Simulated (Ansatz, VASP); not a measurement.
**MgS in VASP and in Ansatz**

The input POSCAR:

```
MgS
1.0
    0.0000000000      2.8863983251      2.8863983251
    2.8863983251      0.0000000000      2.8863983251
    2.8863983251      2.8863983251      0.0000000000
Mg S
1 1
Direct
    0.0000000000      0.0000000000      0.0000000000
    0.2500000000      0.2500000000      0.2500000000
```

INCAR.step1

```
SYSTEM = MgS
ALGO = Normal
EDIFF = 1E-4
ENCUT = 520
GGA = PE
ISMEAR = 0
LASPH = .True.
LCHARG = .False.
LREAL = .False.
LWAVE = .True.
NBANDS = 11
NELM = 80
PREC = Accurate
SIGMA = 0.01
```

File INCAR.step2:

```
SYSTEM = MgS
ALGO = Normal
EDIFF = 1E-7
ENCUT = 520
ISIF = 2
ISMEAR = 0
ISTART = 1
LASPH = .True.
LCHARG = .False.
LMIXTAU = .True.
LREAL = .False.
LWAVE = .False.
METAGGA = R2SCAN
NBANDS = 11
NELM = 80
PREC = Accurate
SIGMA = 0.01
```

The input KPOINTS:

```
k-points
0
Gamma
  6 6 6
  0 0 0
```

Input for Ansatz:

```yaml
crystal:
  lattice:
    - [0.0, 2.8863983251, 2.8863983251]
    - [2.8863983251, 0.0, 2.8863983251]
    - [2.8863983251, 2.8863983251, 0.0]
  atoms:
    - { symbol: Mg, position: [0.0, 0.0, 0.0] }
    - { symbol: S, position: [0.25, 0.25, 0.25] }
kpoints:
  mp_grid: { grid: [6, 6, 6] }
hamiltonian:
  xc: r2scan
scf:
  occupations: { method: fixed }
  n_extra_bands: 4
output:
  forces: true
  stress: true
  eigenvalues: true
```

Alike in both runs: task single point; functional r2SCAN; k mesh 6 × 6 × 6; no spin polarisation.

|  | VASP | Ansatz |
| --- | --- | --- |
| version | VASP 6.6.1 | Ansatz 0.2.0 |
| potentials or method | VASP PAW PBE potentials, release 64 (Mg, S) | plane waves, PAW |
| plane-wave cutoff (eV) | 520 | 500 |
| occupations | gaussian, width 0.01 eV | fixed |
| valence electrons in the cell | 8 | 16 |

|  | VASP | Ansatz | Ansatz less VASP |
| --- | --- | --- | --- |
| gap on the k mesh at the Fermi level (eV) | 3.83 | 3.84 | +0.014 |
| pressure (GPa) | -3.4 | -3.1 | +0.28 |

VASP's potentials were made for PBE, not for r2SCAN. VASP's potentials hold 8 valence electrons a cell and Ansatz's 16, so a difference there can come from the potentials and not from the codes.
